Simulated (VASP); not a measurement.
Runs of VASP 6.6.1 on Ni. The structure is that of space group Pm-3m (No. 221), or close to it. The cells are those of the table. 

| task | cell | k mesh | cutoff (eV) | gap on the mesh (eV) | pressure (GPa) | moment (μB) | relaxed volume (Å³/atom) |
| --- | --- | --- | --- | --- | --- | --- | --- |
| relaxation of cell and atoms | relaxed from a = 2.333 Å, 1 atom | 24 × 24 × 24 | 600 | none | 0.0 | 0.53 | 12.61 |
| single point | a = 2.332, b = 2.332, c = 2.335 Å, 1 atom | 8 × 8 × 8 | 520 | none | 0.1 | 0.70 | - |
| relaxation of cell and atoms | relaxed from a = 2.291, b = 2.291, c = 2.347 Å, 1 atom | 8 × 8 × 8 | 600 | none | 0.1 | 0.70 | 12.68 |
| single point | a = 2.291, b = 2.291, c = 2.347 Å, 1 atom | 8 × 8 × 8 | 520 | none | (a) | (b) | - |

Alike in all rows: level PBE; potentials or basis VASP PAW PBE potentials, release 64 (Ni); spin collinear, ferromagnetic start; smearing gaussian 0.1 eV.

Task: Estimate the missing entries.

Result: (a) 5.0; (b) 0.69.

A gap of «none» marks levels without a gap at the run's occupations.
